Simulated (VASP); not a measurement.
Cu3SeCl, 5 atoms in the cell. The structure is cubic, space group Pm-3m (No. 221). Conventional cell: a = 4.414 Å, b = 4.414 Å, c = 4.414 Å, α = 90.00°, β = 90.00°, γ = 90.00°. Cl (site symmetry m-3m) has 12 Cu at 3.12 Å and 8 Se at 3.82 Å within 4.1 Å. Se (site symmetry m-3m) has 6 Cu at 2.21 Å within 2.9 Å. Within 2.9 Å of Cu (site symmetry 4/mmm) lie 2 Se at 2.21 Å. 

| Property | Result |
| --- | --- |
| Program | VASP 6.6.1 |
| Task | single point |
| Functional | PBEsol |
| Potentials or basis | VASP PAW PBE potentials, release 64 (Cl, Se, Cu) |
| Cutoff | 520 eV |
| k mesh | 6 × 6 × 6 |
| Occupations | gaussian, width 0.02 eV |
| Spin | no spin polarisation |
| Dipole correction | no |
| Further INCAR settings | ALGO = Normal; EDIFF = 1e-06; NBANDS = 31 |

Potentials or basis: VASP PAW PBE potentials, release 64 (Cl, Se, Cu).

Command:

```bash
$ cat potpaw_PBE.64/Cl/POTCAR potpaw_PBE.64/Se/POTCAR potpaw_PBE.64/Cu/POTCAR > POTCAR
$ mpirun -np 1 vasp_std > vasp.out
```

Hardware: 1 thread of AMD EPYC 7R43 64-Core Processor (Zen 3), on a shared host.

Task: Estimate the wall time of this run.

Result: Run time: 2.7 min on 1 thread of AMD EPYC 7R43 64-Core Processor (Zen 3) (shared host), peak memory 0.18 GiB. Counts: scf iterations 15, k points 20.
